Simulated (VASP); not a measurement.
# MgO (Fm-3m) in VASP: single point with PBE

Aim: the single point of MgO with PBE.

Program: VASP 6.6.1. These are calculated values, not measurements. Logs are shortened: lines on timing, memory, paths and dates and some standing lists are left out, and cuts for length are marked.

**Measured values to compare with.**

From “Electronic structure of alkaline earth and post-transition metal oxides”, 2009, arxiv:0908.1581, for a bulk crystal of MgO: band gap 7.83 eV.

The runs below are set against these values where they give the same quantity.

## Step 1: The cell of the first run

The structure is cubic, space group Fm-3m (No. 225). Conventional cell: a = 4.248 Å, b = 4.248 Å, c = 4.248 Å, α = 90.00°, β = 90.00°, γ = 90.00°. Mg (site symmetry m-3m) has 6 O at 2.12 Å within 2.8 Å. O (site symmetry m-3m) has 6 Mg at 2.12 Å within 2.8 Å.

## Step 2: Single point, PBE

Input file INCAR:

```
SYSTEM = MgO
ALGO = Normal ; EDIFF = 1E-6
ENCUT = 840 ; GGA = PE
GGA_COMPAT = .False. ; ISIF = 2
ISMEAR = 0 ; LASPH = .True.
LCHARG = .False. ; LREAL = .False.
LWAVE = .False. ; NBANDS = 15
NELM = 120 ; PREC = Accurate
SIGMA = 0.02
```

Input file KPOINTS:

```
k-points
0
Gamma
  10 10 10
  0 0 0
```

Input file POSCAR:

```
MgO
1.0
    0.0000000000      2.1239799322      2.1239799322
    2.1239799322      0.0000000000      2.1239799322
    2.1239799322      2.1239799322      0.0000000000
Mg O
1 1
Direct
    0.0000000000      0.0000000000      0.0000000000
    0.5000000000      0.5000000000      0.5000000000
```

Potentials or basis: VASP PAW PBE potentials, release 64 (Mg_sv, O).

The run is started by

```sh
> cat potpaw_PBE.64/Mg_sv/POTCAR potpaw_PBE.64/O/POTCAR > POTCAR
> mpirun -np 1 vasp_std > vasp.out
```

OUTCAR:

```text
SYSTEM = MgO
   EDIFF = 1E-6
   ENCUT = 840
   GGA = PE
   ISIF = 2
   ISMEAR = 0
   LASPH = .True.
   LREAL = .False.
   NELM = 120
   PREC = Accurate

 ion  position               nearest neighbor table
   1  0.000  0.000  0.000-   2 2.12   2 2.12   2 2.12   2 2.12   2 2.12   2 2.12
   2  0.500  0.500  0.500-   1 2.12   1 2.12   1 2.12   1 2.12   1 2.12   1 2.12

  LATTYP: Found a face centered cubic cell.
 ALAT       =     4.2479598644

  Lattice vectors:

 A1 = (   0.0000000000,   2.1239799322,   2.1239799322)
 A2 = (   2.1239799322,   0.0000000000,   2.1239799322)
 A3 = (   2.1239799322,   2.1239799322,   0.0000000000)

Analysis of symmetry for initial positions (statically):
=====================================================================
 Subroutine PRICEL returns:
 Original cell was already a primitive cell.

 Routine SETGRP: Setting up the symmetry group for a
 face centered cubic supercell.

 Subroutine GETGRP returns: Found 48 space group operations
 (whereof 48 operations were pure point group operations)
 out of a pool of 48 trial point group operations.

The static configuration has the point symmetry O_h .

Analysis of symmetry for dynamics (positions and initial velocities):
=====================================================================
 Subroutine PRICEL returns:
 Original cell was already a primitive cell.

 Routine SETGRP: Setting up the symmetry group for a
 face centered cubic supercell.

 Subroutine GETGRP returns: Found 48 space group operations
 (whereof 48 operations were pure point group operations)
 out of a pool of 48 trial point group operations.

The dynamic configuration has the point symmetry O_h .

 Subroutine INISYM returns: Found 48 space group operations
 (whereof 48 operations are pure point group operations),
 and found     1 'primitive' translations

----------------------------------------------------------------------------------------

                                     Primitive cell

  volume of cell :      19.1638

  direct lattice vectors                    reciprocal lattice vectors
     0.000000000  2.123979932  2.123979932    -0.235407121  0.235407121  0.235407121
     2.123979932  0.000000000  2.123979932     0.235407121 -0.235407121  0.235407121
     2.123979932  2.123979932  0.000000000     0.235407121  0.235407121 -0.235407121

  length of vectors
     3.003761226  3.003761226  3.003761226     0.407737093  0.407737093  0.407737093

  position of ions in fractional coordinates (direct lattice)
     0.000000000  0.000000000  0.000000000
     0.500000000  0.500000000  0.500000000

  ion indices of the primitive-cell ions
   primitive index   ion index
                 1           1
                 2           2

----------------------------------------------------------------------------------------

 KPOINTS: k-points

Automatic generation of k-mesh.
 Grid dimensions read from file:
 generate k-points for:   10   10   10

 Generating k-lattice:

  Cartesian coordinates                     Fractional coordinates (reciprocal lattice)
    -0.023540712  0.023540712  0.023540712     0.100000000  0.000000000  0.000000000
     0.023540712 -0.023540712  0.023540712     0.000000000  0.100000000  0.000000000
     0.023540712  0.023540712 -0.023540712     0.000000000  0.000000000  0.100000000

  Length of vectors
     0.040773709  0.040773709  0.040773709

  Shift w.r.t. Gamma in fractional coordinates (k-lattice)
     0.000000000  0.000000000  0.000000000

 Subroutine IBZKPT returns following result:
 ===========================================

 Found     47 irreducible k-points:

 Following reciprocal coordinates:
            Coordinates               Weight
  0.000000  0.000000  0.000000      1.000000
  0.100000  0.000000  0.000000      8.000000
  0.200000  0.000000  0.000000      8.000000
  0.300000  0.000000  0.000000      8.000000
  0.400000  0.000000  0.000000      8.000000
  0.500000  0.000000  0.000000      4.000000
[... 16 lines left out ...]
  0.300000  0.300000  0.000000      6.000000
  0.400000  0.300000  0.000000     24.000000
 [... further k-points ...]
   k-points           NKPTS =     47   k-points in BZ     NKDIM =     47   number of bands    NBANDS=     15
   number of dos      NEDOS =    301   number of ions     NIONS =      2
   total plane-waves  NPLWV =  21952
   dimension x,y,z NGX =    28 NGY =   28 NGZ =   28
   dimension x,y,z NGXF=    56 NGYF=   56 NGZF=   56
   ions per type =               1   1
   NGX,Y,Z   is equivalent  to a cutoff of  15.50, 15.50, 15.50 a.u.
   NGXF,Y,Z  is equivalent  to a cutoff of  30.99, 30.99, 30.99 a.u.
 SYSTEM =  MgO
   PREC   = accura    normal or accurate (medium, high low for compatibility)
   ISTART =      0    job   : 0-new  1-cont  2-samecut
   ICHARG =      2    charge: 1-file 2-atom 10-const
   ISPIN  =      1    spin polarized calculation?
   LNONCOLLINEAR =      F non collinear calculations
   LSORBIT =      F    spin-orbit coupling
   LASPH  =      T    aspherical Exc in radial PAW
   ENCUT  =  840.0 eV  61.74 Ry    7.86 a.u.   7.10  7.10  7.10*2*pi/ulx,y,z
   NELM   =    120;   NELMIN=  2; NELMDL= -5     # of ELM steps
   EDIFF  = 0.1E-05   stopping-criterion for ELM
   LREAL  =      F    real-space projection
   EDIFFG = 0.1E-04   stopping-criterion for IOM
   NSW    =      0    number of steps for IOM
   IBRION =     -1    ionic relax: 0-MD 1-quasi-New 2-CG
   NFREE  =      0    steps in history (QN), initial steepest desc. (CG)
   ISIF   =      2    stress and relaxation
   ISYM   =      2    0-nonsym 1-usesym 2-fastsym
   POTIM  = 0.5000    time-step for ionic-motion
   TEBEG  =    0.0;   TEEND  =   0.0 temperature during run
   PSTRESS=    0.0 pullay stress
   NELECT =      16.0000    total number of electrons
   NUPDOWN=      -1.0000    fix difference up-down
   EMIN   =  10.00;   EMAX   =-10.00  energy-range for DOS
   EFERMI =   0.00;   METHOD = LEGACY
   ISMEAR =     0;   SIGMA  =   0.02  broadening in eV -4-tet -1-fermi 0-gaus
   EFERMI_NEDOS =   21; number of points for ismear=-14 and -15
   IALGO  =     38    algorithm
   IMIX   =      4    mixing-type and parameters
     AMIX     =   0.40;   BMIX     =  1.00
     AMIX_MAG =   1.60;   BMIX_MAG =  1.00
  volume/ion in A,a.u.               =       9.58        64.66
  Fermi-wavevector in a.u.,A,eV,Ry     =   1.541539  2.913086 32.332088  2.376341
  Thomas-Fermi vector in A             =   2.647470
   LORBIT       =      0    0 simple, 1 ext, 2 COOP (PROOUT), +10 PAW based schemes
   GGA     = PE    functional components
   LHFCALC =     F    Hartree Fock is set to
   AEXX    =    0.0000 exact exchange contribution
   IVDW    =     0    specifies the selected vdW correction
   LEPSILON=     F    determine dielectric tensor
   LRPA    =     F    only Hartree local field effects (RPA)
 non-spin polarized calculation
 Gauss-broadening in eV      SIGMA  =   0.02
  energy-cutoff  :      840.00
  volume of cell :       19.16
 maximum number of plane-waves:      1073
   NGX = 15   NGY = 15   NGZ = 15

 number of electron      15.9999997 magnetization

 Free energy of the ion-electron system (eV)
  ---------------------------------------------------
  ext. energy  EPLUGINS =         0.00000000
  ---------------------------------------------------
  free energy    TOTEN  =       -11.88434566 eV

  energy without entropy =      -11.88434566  energy(sigma->0) =      -11.88434566

 E-fermi :   2.9745     XC(G=0): -11.2636

 val. band max:        2.7349396069   @ k =   0.0000   0.0000   0.0000
 cond. band min:       7.2315759435   @ k =   0.0000   0.0000   0.0000
 fundamental gap:      4.4966363366
 Fermi energy:         2.9744539097

 k-point     1 :       0.0000    0.0000    0.0000
  band No.  band energies     occupation
      1     -69.6223      2.00000
      2     -36.3500      2.00000
      3     -36.3500      2.00000
      4     -36.3500      2.00000
      5     -14.3861      2.00000
      6       2.7349      2.00000
      7       2.7349      2.00000
      8       2.7349      2.00000
      9       7.2316      0.00000
     10      18.3960      0.00000
     11      18.3960      0.00000
     12      18.3960      0.00000
     13      22.2421      0.00000
     14      23.9944      0.00000
     15      23.9944      0.00000

 k-point     2 :       0.1000    0.0000    0.0000
  band No.  band energies     occupation
      1     -69.6213      2.00000
      2     -36.3573      2.00000
      3     -36.3507      2.00000
      4     -36.3507      2.00000
      5     -14.2823      2.00000
      6       2.0896      2.00000
      7       2.6702      2.00000
      8       2.6702      2.00000
      9       7.8622      0.00000
     10      17.1535      0.00000
     11      18.6267      0.00000
     12      18.6267      0.00000
     13      23.2399      0.00000
     14      23.2399      0.00000
     15      23.8549      0.00000

 k-point     3 :       0.2000    0.0000    0.0000
  band No.  band energies     occupation
      1     -69.6195      2.00000
      2     -36.3771      2.00000
      3     -36.3527      2.00000
      4     -36.3527      2.00000
      5     -13.9981      2.00000
      6       0.7960      2.00000
      7       2.5061      2.00000
      8       2.5061      2.00000
      9       9.0600      0.00000
     10      15.6345      0.00000
     11      19.0811      0.00000
     12      19.0811      0.00000
     13      22.5436      0.00000
     14      22.5436      0.00000
     15      24.6399      0.00000
[... 343 lines left out ...]
 k-point    23 :       0.3000    0.3000    0.0000
  band No.  band energies     occupation
      1     -69.6155      2.00000
      2     -36.3953      2.00000
      3     -36.3670      2.00000
      4     -36.3670      2.00000
      5     -13.4350      2.00000
      6      -0.3396      2.00000
      7       1.8290      2.00000
      8       1.8290      2.00000
      9      11.3359      0.00000
     10      13.1195      0.00000
     11      16.9128      0.00000
     12      20.3788      0.00000
     13      20.3788      0.00000
     14      26.6013      0.00000
     15      29.6204      0.00000

 k-point    24 :       0.4000    0.3000    0.0000
  band No.  band energies     occupation
      1     -69.6140      2.00000
      2     -36.4049      2.00000
      3     -36.3721      2.00000
      4     -36.3698      2.00000
      5     -13.2029      2.00000
      6      -0.7427      2.00000
      7       1.4751      2.00000
      8       1.6865      2.00000
      9      12.0760      0.00000
     10      12.8369      0.00000
     11      16.0903      0.00000
     12      20.5993      0.00000
     13      20.8002      0.00000
     14      27.3162      0.00000
     15      29.2252      0.00000

 [... further k-points ...]

------------------------ aborting loop because EDIFF is reached ----------------------------------------

  FORCE on cell =-STRESS in cart. coord.  units (eV):
  Direction    XX          YY          ZZ          XY          YZ          ZX
  --------------------------------------------------------------------------------------
  -------------------------------------------------------------------------------------
  Total        0.0796778      0.0796778      0.0796778      0.0000000      0.0000000     -0.0000000
  in kB        6.6614206      6.6614206      6.6614206      0.0000000      0.0000000     -0.0000000
  external PRESSURE =       6.6614206 kB  Pullay stress =       0.0000000 kB

 VOLUME and BASIS-vectors are now :
 -----------------------------------------------------------------------------
  energy-cutoff  :      840.00
  volume of cell :       19.16
      direct lattice vectors                 reciprocal lattice vectors
     0.000000000  2.123979932  2.123979932    -0.235407121  0.235407121  0.235407121
     2.123979932  0.000000000  2.123979932     0.235407121 -0.235407121  0.235407121
     2.123979932  2.123979932  0.000000000     0.235407121  0.235407121 -0.235407121

 POSITION                                       TOTAL-FORCE (eV/Angst)
 -----------------------------------------------------------------------------------
      0.00000      0.00000      0.00000         0.000000      0.000000      0.000000
      2.12398      2.12398      2.12398        -0.000000     -0.000000     -0.000000
 -----------------------------------------------------------------------------------
    total drift:                                0.000000      0.000000      0.000000

  FREE ENERGIE OF THE ION-ELECTRON SYSTEM (eV)
  ---------------------------------------------------
  free  energy   TOTEN  =       -11.8843456555 eV

  energy  without entropy=      -11.8843456555  energy(sigma->0) =      -11.88434566
```

Run time: 30 s. Hardware: 1 thread of Intel Xeon Platinum 8375C at 2.90GHz (Ice Lake), shared host; peak memory 0.17 GiB.

Results:

- Free energy: -11.8843 eV
- Pressure: 0.7 GPa
- Band gap on the k mesh: 4.50 eV

Levels at points of the mesh, in eV from the valence-band top:
| k point | band 5 | band 6 | band 7 | band 8 | band 9 | band 10 | band 11 | band 12 |
| --- | --- | --- | --- | --- | --- | --- | --- | --- |
| (0.00, 0.00, 0.00) | -17.12 | 0.00 | 0.00 | 0.00 | 4.50 | 15.66 | 15.66 | 15.66 |
| (0.50, 0.00, 0.00) | -15.87 | -4.50 | -0.63 | -0.63 | 7.75 | 12.33 | 16.07 | 16.07 |
| (0.50, 0.50, 0.00) | -15.66 | -3.95 | -1.30 | -1.30 | 9.09 | 9.73 | 12.83 | 18.61 |

## Step 3: Comparison with measurements

Step 2. Measured gap of MgO: 7.83 eV (quoted in “Electronic structure of alkaline earth and post-transition metal oxides”, 2009, arxiv:0908.1581). This calculation gives 4.50 eV (-3.33 eV). The value is that of PBE, without temperature or zero-point motion. Semilocal functionals fall short of measured gaps as a rule.
